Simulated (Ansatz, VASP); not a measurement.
Two plane-wave programs on TePb

```
CELL_PARAMETERS angstrom
4.00539 0.00000 0.00000
0.00000 4.00539 0.00000
0.00000 0.00000 4.00539
ATOMIC_POSITIONS crystal
Pb 0.00000 0.00000 0.00000
Te 0.50000 0.50000 0.50000
```

Alike in both runs: task single point; functional LDA; k mesh 8 × 8 × 8; occupations gaussian, width 0.05 eV; no spin polarisation.

|  | VASP | Ansatz |
| --- | --- | --- |
| version | VASP 6.6.1 | Ansatz 0.2.0 |
| potentials or method | VASP PAW LDA potentials, release 64 (Pb_d, Te), cutoff 520 eV | scalar-relativistic, plane waves, PAW |
| valence electrons in the cell | 20 | 30 |

```tsv
	VASP	Ansatz	Ansatz less VASP
gap on the k mesh at the Fermi level (eV)	none	none	-
pressure (GPa)	-3.9	-3.9	-0.04
```

LDA's correlation is that of Perdew and Zunger in VASP and of Perdew and Wang (1992) in Ansatz. A gap of «none» marks a metal or a gap that the smearing closes. VASP's potentials hold 20 valence electrons a cell and Ansatz's 30, so a difference there can come from the potentials and not from the codes.

Neither program's run includes spin-orbit coupling.
